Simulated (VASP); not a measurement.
Set up this calculation in VASP 6.6.1, as the native input.

- Task: single point
- Functional: PBEsol
- Potentials or basis: VASP PAW PBE potentials, release 64 (Bi_d, S)
- Cutoff: 520 eV
- k mesh: 10 × 10 × 10
- Occupations: gaussian, width 0.05 eV
- Spin: no spin polarisation
- Dipole correction: no
- Further INCAR settings: ALGO = Normal; EDIFF = 1e-06; NBANDS = 18

The structure of BiS lies in POSCAR:

```
BiS
1.0
    3.5216116037      0.0000000000      0.0000000000
    0.0000000000      3.5216116037      0.0176080580
    0.0000000000      0.0176080580      3.5216116037
Bi S
1 1
Direct
    0.0000000000      0.0000000000      0.0000000000
    0.5000000000      0.5000000000      0.5000000000
```

One way to write it, as run:

INCAR

```
ALGO = Normal
EDIFF = 1E-6
ENCUT = 520
GGA = PS
ISIF = 2
ISMEAR = 0
LASPH = True
LCHARG = False
LREAL = False
LWAVE = False
NBANDS = 18
NELM = 80
PREC = Accurate
SIGMA = 0.05
```

KPOINTS

```
k-points
0
Gamma
  10 10 10
```

Potentials or basis: VASP PAW PBE potentials, release 64 (Bi_d, S).

Command:

```console
$ cat potpaw_PBE.64/Bi_d/POTCAR potpaw_PBE.64/S/POTCAR > POTCAR
$ mpirun -np 1 vasp_std > vasp.out
```

It gave:

- Pressure: 0.0 GPa
- Band gap on the k mesh: zero (an odd number of electrons rules out a gap without spin polarisation)

Caveat: the PAW data sets were made with another functional, which shifts forces and pressure a little; spin-orbit coupling is left out, which moves the levels of the heavy elements.

Run time: 2.2 min on 1 thread of Intel Xeon 8259CL, with other jobs on the host, peak memory 0.27 GiB.
